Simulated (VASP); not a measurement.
# Al2O3 (P-6m2) in VASP: a series of runs, part 2 of 2

VASP 6.6.1. The steps go on from the part before.

## 4. Relaxation of cell and atoms, PBEsol+D3(BJ)

This run uses another cell than the first one, of 13.45 Å³/atom, 1.298 times its volume.

Input file INCAR:

```
PREC = Accurate
ENCUT = 600
EDIFF = 1E-6
ISMEAR = -1
SIGMA = 0.05
LREAL = False
LASPH = True
NELM = 60
ALGO = Normal
ISIF = 3
LWAVE = False
LCHARG = False
GGA = PS
IVDW = 12
IBRION = 2
NSW = 60
EDIFFG = -0.01
```

Input file KPOINTS:

```
Automatic mesh
0
Gamma
  11 11 3
```

Input file POSCAR:

```
Al2O3
1.0
    2.8843249483      0.0000000000      0.0000000000
   -1.4421624742      2.4978986780      0.0000000000
    0.0000000000      0.0000000000      9.3367544600
Al O
2 3
Direct
    0.0000000000      0.0000000000      0.8500076700
    0.0000000000      0.0000000000      0.1499923300
    0.3333333333      0.6666666667      0.7776830800
    0.6666666667      0.3333333333      0.0000000000
    0.3333333333      0.6666666667      0.2223169200
```

Potentials or basis: VASP PAW PBE potentials, release 64 (Al, O).

On the command line:

```sh
> cat potpaw_PBE.64/Al/POTCAR potpaw_PBE.64/O/POTCAR > POTCAR
> mpirun -np 1 vasp_std > vasp.out
```

OUTCAR:

```text
PREC = Accurate
   ENCUT = 600
   EDIFF = 1E-6
   ISMEAR = -1
   LREAL = False
   LASPH = True
   NELM = 60
   ISIF = 3
   GGA = PS
   IVDW = 12
   IBRION = 2
   NSW = 60
   EDIFFG = -0.01
 IVDW          = 12

 ion  position               nearest neighbor table
   1  0.000  0.000  0.850-   3 1.80   3 1.80   3 1.80   4 2.18   4 2.18   4 2.18   2 2.80
   2  0.000  0.000  0.150-   5 1.80   5 1.80   5 1.80   4 2.18   4 2.18   4 2.18   1 2.80
   3  0.333  0.667  0.778-   1 1.80   1 1.80   1 1.80
   4  0.667  0.333  0.000-   1 2.18   2 2.18   1 2.18   2 2.18   1 2.18   2 2.18
   5  0.333  0.667  0.222-   2 1.80   2 1.80   2 1.80

  LATTYP: Found a hexagonal cell.
 ALAT       =     2.8843249483
 C/A-ratio  =     3.2370674689

  Lattice vectors:

 A1 = (   2.8843249483,   0.0000000000,   0.0000000000)
 A2 = (  -1.4421624742,   2.4978986780,   0.0000000000)
 A3 = (   0.0000000000,   0.0000000000,   9.3367544600)

Analysis of symmetry for initial positions (statically):
[... 770 lines left out ...]
 [... further k-points ...]

[... ionic steps 4 to 26 ...]

--------------------------------------- Ionic step       27  -------------------------------------------

 number of electron      24.0000006 magnetization

------------------------ aborting loop because EDIFF is reached ----------------------------------------
[... 81 lines left out ...]
--------------------------------------- Ionic step       29  -------------------------------------------

 number of electron      24.0000006 magnetization

 Free energy of the ion-electron system (eV)
  ---------------------------------------------------
  ext. energy  EPLUGINS =         0.00000000
  ---------------------------------------------------
  free energy    TOTEN  =       -38.14208290 eV

  energy without entropy =      -38.14208290  energy(sigma->0) =      -38.14208290

 E-fermi :   5.1530     XC(G=0): -10.7164

 val. band max:        4.0557217667   @ k =   0.0909   0.0909   0.0000
 cond. band min:       8.6307904858   @ k =   0.0000   0.0000   0.0000
 fundamental gap:      4.5750687191
 Fermi energy:         5.1530206362

 k-point     1 :       0.0000    0.0000    0.0000
  band No.  band energies     occupation
      1     -15.1467      2.00000
      2     -13.8974      2.00000
      3     -12.7879      2.00000
      4      -1.3031      2.00000
      5       1.2246      2.00000
      6       2.2637      2.00000
[... 483 lines left out ...]
  FREE ENERGIE OF THE ION-ELECTRON SYSTEM (eV)
  ---------------------------------------------------
  free  energy   TOTEN  =       -38.9603429238 eV

  energy  without entropy=      -38.9603429238  energy(sigma->0) =      -38.96034292

 reached required accuracy - stopping structural energy minimisation
```

OSZICAR:

```text
N       E                     dE             d eps       ncg     rms          rms(c)
DAV:   1     0.152948623629E+03    0.15295E+03   -0.13692E+04  1024   0.151E+03
DAV:   2    -0.324516215837E+02   -0.18540E+03   -0.18103E+03  1312   0.306E+02
DAV:   3    -0.421357200248E+02   -0.96841E+01   -0.96705E+01  1400   0.826E+01
[... 294 lines left out ...]
       N       E                     dE             d eps       ncg     rms          rms(c)
DAV:   1    -0.381420952346E+02   -0.15953E-03   -0.90015E-04  1256   0.283E-01    0.229E-02
DAV:   2    -0.381420859612E+02    0.92733E-05   -0.16347E-05  1368   0.359E-02    0.113E-02
DAV:   3    -0.381420832193E+02    0.27419E-05   -0.29213E-06  1176   0.152E-02    0.346E-03
DAV:   4    -0.381420828987E+02    0.32065E-06   -0.56164E-07   544   0.731E-03
  29 F= -.38960343E+02 E0= -.38960343E+02  d E =-.169306E-04
```

CONTCAR:

```text
Al2O3
   1.00000000000000
     2.8510076184890321    0.0000000000007388    0.0000000000000000
    -1.4255038092932975    2.4690450239969537   -0.0000000000000000
     0.0000000000000000   -0.0000000000000000    7.1628379505386155
  Al              O
     2     3
Direct
     0.0000000000000000    0.0000000000000000    0.8071598575357273
     0.0000000000000000    0.0000000000000000    0.1928401424642730
     0.3333333332999970    0.6666666667000030    0.7124378364777235
     0.6666666667000030    0.3333333332999970    0.0000000000000000
     0.3333333332999970    0.6666666667000030    0.2875621635222765

  0.00000000E+00  0.00000000E+00  0.00000000E+00
  0.00000000E+00  0.00000000E+00  0.00000000E+00
  0.00000000E+00  0.00000000E+00  0.00000000E+00
  0.00000000E+00  0.00000000E+00  0.00000000E+00
  0.00000000E+00  0.00000000E+00  0.00000000E+00
```

Run time: 7.2 min. Hardware: 1 thread of AMD EPYC 9R45 (Zen 5), shared host; peak memory 0.21 GiB.

Results:

```yaml
Free_energy: -38.9603 eV
Relaxed_volume: 10.08 Å³/atom
Relaxed_cell: a = 2.851 Å, b = 2.851 Å, c = 7.163 Å, α = 90.00°, β = 90.00°, γ = 120.00°
Space_group_after_relaxing_to_0.05_Å: P-6m2 (No. 187)
Energy_gained_by_relaxing: 35.6 meV/atom
Ionic_steps: 29
Pressure_after_relaxing: 0.0 GPa
Largest_force_after_relaxing: 0.006 eV/Å
Band_gap_on_the_k_mesh: 4.58 eV, indirect (least direct gap 4.70 eV)
Dispersion_energy_per_atom: -0.164 eV
```

Forces in eV/Å, atoms in the order of the input:
```
Al   0.000  0.000  0.006
Al   0.000  0.000 -0.006
O    0.000  0.000  0.002
O    0.000  0.000  0.000
O    0.000  0.000 -0.002
```

Stress tensor (GPa, compression positive):
```
-0.06  0.00  0.00
 0.00 -0.06  0.00
 0.00  0.00  0.05
```

Step by step:
| step | energy change (eV) | largest force (eV/Å) | pressure (GPa) | volume (Å³) |
| --- | --- | --- | --- | --- |
| 1 | 0.0000 | 0.1606 | -4.33 | 67.27 |
| 2 | -0.0022 | 0.5497 | 4.33 | 63.79 |
| 3 | -0.0267 | 0.2236 | -0.12 | 65.46 |
| 4 | -0.0278 | 0.2731 | -0.08 | 65.10 |
| 5 | -0.0292 | 0.0607 | -0.10 | 65.25 |
| 6 | -0.0298 | 0.0592 | -0.09 | 65.16 |
| 7 | -0.0316 | 0.0581 | -0.05 | 64.90 |
| 8 | -0.0349 | 0.0552 | 0.07 | 64.38 |
| 9 | -0.0404 | 0.0489 | 0.30 | 63.34 |
| 10 | -0.0481 | 0.1078 | 0.92 | 61.28 |
| 11 | -0.0521 | 0.2094 | 2.72 | 57.24 |
| 12 | -0.0523 | 0.1321 | 1.79 | 59.53 |
| 13 | -0.0524 | 0.1333 | 1.77 | 59.52 |
| 14 | -0.0527 | 0.1343 | 1.76 | 59.48 |
| 15 | -0.0534 | 0.1390 | 1.74 | 59.41 |
| 16 | -0.0548 | 0.1490 | 1.69 | 59.26 |
| 17 | -0.0577 | 0.1686 | 1.59 | 58.97 |
| 18 | -0.0635 | 0.2023 | 1.44 | 58.38 |
| 19 | -0.0755 | 0.2651 | 1.14 | 57.21 |
| 20 | -0.1018 | 0.3627 | 0.76 | 54.86 |
| 21 | -0.1467 | 0.4956 | 1.21 | 50.16 |
| 22 | -0.1617 | 0.3651 | 0.75 | 49.66 |
| 23 | -0.1648 | 0.2948 | 0.51 | 49.35 |
| 24 | -0.1697 | 0.2301 | 0.50 | 49.54 |
| 25 | -0.1773 | 0.0660 | 0.46 | 50.12 |
| 26 | -0.1775 | 0.0669 | 0.47 | 50.24 |
| 27 | -0.1779 | 0.0069 | 0.07 | 50.39 |
| 28 | -0.1779 | 0.0114 | 0.01 | 50.41 |
| 29 | -0.1779 | 0.0062 | -0.03 | 50.42 |

Final structure:
```
CELL_PARAMETERS angstrom
2.85101 0.00000 0.00000
-1.42550 2.46905 0.00000
0.00000 0.00000 7.16284
ATOMIC_POSITIONS crystal
Al 0.00000 0.00000 0.80716
Al 0.00000 0.00000 0.19284
O 0.33333 0.66667 0.71244
O 0.66667 0.33333 0.00000
O 0.33333 0.66667 0.28756
```

Levels at points of the mesh, in eV from the valence-band top:
| k point | band 9 | band 10 | band 11 | band 12 | band 13 | band 14 | band 15 | band 16 |
| --- | --- | --- | --- | --- | --- | --- | --- | --- |
| (0.00, 0.00, 0.00) | -1.45 | -0.88 | -0.88 | -0.13 | 4.58 | 7.48 | 8.49 | 11.94 |

Caveat: the volume moved by over 15 % at a fixed basis, so the end points are rough; the PAW data sets were made with another functional, which shifts forces and pressure a little.

## 5. Single point, RPBE+D4

This run uses another cell than the first one, of 10.22 Å³/atom, 0.986 times its volume.

Input file INCAR:

```
PREC     = Accurate       # precision mode
ENCUT    = 520            # plane-wave cutoff, eV
EDIFF    = 1E-6           # SCF threshold, eV
ISMEAR   = -1             # smearing method
SIGMA    = 0.05           # smearing width, eV
LREAL    = False          # projectors in reciprocal space
LASPH    = True           # aspherical terms in the spheres
NELM     = 60             # most SCF steps
ALGO     = Normal         # electronic algorithm
ISIF     = 2              # what is computed and relaxed
LWAVE    = False          # write WAVECAR
LCHARG   = False          # write CHGCAR
GGA      = RP             # functional
IVDW     = 13             # dispersion correction
NBANDS   = 20             # bands
```

Input file KPOINTS:

```
regular mesh
0
Gamma
  11 11 3
```

Input file POSCAR:

```
Al2O3
1.0
    2.8628988566      0.0000000000      0.0000000000
   -1.4314494283      2.4793431383      0.0000000000
    0.0000000000      0.0000000000      7.1960547189
Al O
2 3
Direct
    0.0000000000      0.0000000000      0.8071944447
    0.0000000000      0.0000000000      0.1928055553
    0.3333333333      0.6666666667      0.7117928226
    0.6666666667      0.3333333333      0.0000000000
    0.3333333333      0.6666666667      0.2882071774
```

On the command line:

```sh
> cat potpaw_PBE.64/Al/POTCAR potpaw_PBE.64/O/POTCAR > POTCAR
> mpirun -np 1 vasp_std > vasp.out
```

Run time: 61 s. Hardware: 1 thread of AMD EPYC 7R13, shared host; peak memory 0.15 GiB.

Results (log left out):

- Free energy: -37.0341 eV
- Pressure: -0.4 GPa
- Largest force: 0.066 eV/Å
- Band gap on the k mesh: 4.62 eV, indirect (least direct gap 4.72 eV)
- Dispersion energy per atom: -0.497 eV

Forces in eV/Å, atoms in the order of the input:
```
Al   0.000  0.000 -0.053
Al   0.000  0.000  0.053
O    0.000  0.000  0.066
O    0.000  0.000  0.000
O    0.000  0.000 -0.066
```

Stress tensor (GPa, compression positive):
```
-0.36  0.00  0.00
 0.00 -0.36  0.00
 0.00  0.00 -0.52
```

Levels at points of the mesh, in eV from the valence-band top:
```tsv
k point	band 10	band 11	band 12	band 13	band 14	band 15
(0.00, 0.00, 0.00)	-0.86	-0.86	-0.11	4.62	7.66	8.54
```

Caveat: the PAW data sets were made with another functional, which shifts forces and pressure a little.

## 6. Single point, revPBE+D3(BJ)

This run uses another cell than the first one, of 10.20 Å³/atom, 0.985 times its volume.

Input file INCAR:

```
SYSTEM = Al2O3
PREC = Accurate
ENCUT = 520
EDIFF = 1E-7
ISMEAR = -1
SIGMA = 0.05
LREAL = .FALSE.
LASPH = .TRUE.
NELM = 100
ALGO = Normal
ISIF = 2
LWAVE = .FALSE.
LCHARG = .TRUE.
GGA = RE
IVDW = 12
LELF = .TRUE.
LVHAR = .TRUE.
NBANDS = 20
```

Input file KPOINTS:

```
Automatic mesh
0
G
  11 11 3
  0 0 0
```

Input file POSCAR:

```
Al2O3
1.0
    2.8653617896      0.0000000000      0.0000000000
   -1.4326808948      2.4814761008      0.0000000000
    0.0000000000      0.0000000000      7.1746814320
Al O
2 3
Direct
    0.0000000000      0.0000000000      0.8060964729
    0.0000000000      0.0000000000      0.1939035271
    0.3333333333      0.6666666667      0.7102996975
    0.6666666667      0.3333333333      0.0000000000
    0.3333333333      0.6666666667      0.2897003025
```

Potentials or basis: VASP PAW PBE potentials, release 64 (Al, O).

On the command line:

```sh
> cat potpaw_PBE.64/Al/POTCAR potpaw_PBE.64/O/POTCAR > POTCAR
> mpirun -np 1 vasp_std > vasp.out
```

Run time: 75 s. Hardware: 1 thread of AMD EPYC 7R13, shared host; peak memory 0.17 GiB.

The run converged. Its results:

```yaml
Free_energy: -36.7361 eV
Pressure: -0.3 GPa
Largest_force: 0.053 eV/Å
Band_gap_on_the_k_mesh: 4.56 eV, indirect (least direct gap 4.67 eV)
Dispersion_energy_per_atom: -0.390 eV
```

Forces on the atoms (eV/Å):
```
Al   0.000  0.000 -0.052
Al   0.000  0.000  0.052
O    0.000  0.000  0.053
O    0.000  0.000  0.000
O    0.000  0.000 -0.053
```

Stress tensor (GPa, compression positive):
```
-0.24  0.00  0.00
 0.00 -0.24  0.00
 0.00  0.00 -0.44
```

Levels at points of the mesh, in eV from the valence-band top:
```tsv
k point	band 10	band 11	band 12	band 13	band 14	band 15
(0.00, 0.00, 0.00)	-0.86	-0.86	-0.11	4.56	7.61	8.47
```

Caveat: the PAW data sets were made with another functional, which shifts forces and pressure a little.

## 7. Overview

| task | level | cell | cutoff (eV) | gap on the mesh (eV) | pressure (GPa) | relaxed volume (Å³/atom) | largest force (eV/Å) |
| --- | --- | --- | --- | --- | --- | --- | --- |
| single point | PBE+D4 | a = 2.866, b = 2.866, c = 7.282 Å, angles 90.0, 90.0, 120.0°, 5 atoms | 520 | 4.55 | 0.0 | - | 0.03 |
| relaxation of cell and atoms | PBE+D4 | relaxed from a = 2.884, b = 2.884, c = 9.337 Å, angles 90.0, 90.0, 120.0°, 5 atoms | 600 | 4.56 | 0.0 | 10.35 | 0.01 |
| relaxation of cell and atoms | PBEsol+D3(BJ) | relaxed from a = 2.884, b = 2.884, c = 9.337 Å, angles 90.0, 90.0, 120.0°, 5 atoms | 600 | 4.58 | 0.0 | 10.08 | 0.01 |
| single point | RPBE+D4 | a = 2.863, b = 2.863, c = 7.196 Å, angles 90.0, 90.0, 120.0°, 5 atoms | 520 | 4.62 | -0.4 | - | 0.07 |
| single point | revPBE+D3(BJ) | a = 2.865, b = 2.865, c = 7.175 Å, angles 90.0, 90.0, 120.0°, 5 atoms | 520 | 4.56 | -0.3 | - | 0.05 |

Alike in all rows: potentials or basis VASP PAW PBE potentials, release 64 (Al, O); no spin polarisation; k mesh 11 × 11 × 3; smearing fermi-dirac 0.05 eV.

Caveats: the PAW data sets were made with another functional, which shifts forces and pressure a little (some runs); the volume moved by over 15 % at a fixed basis, so the end points are rough (some runs).

Total energies depend on the potentials used, so only differences within one code and one set of settings carry meaning.
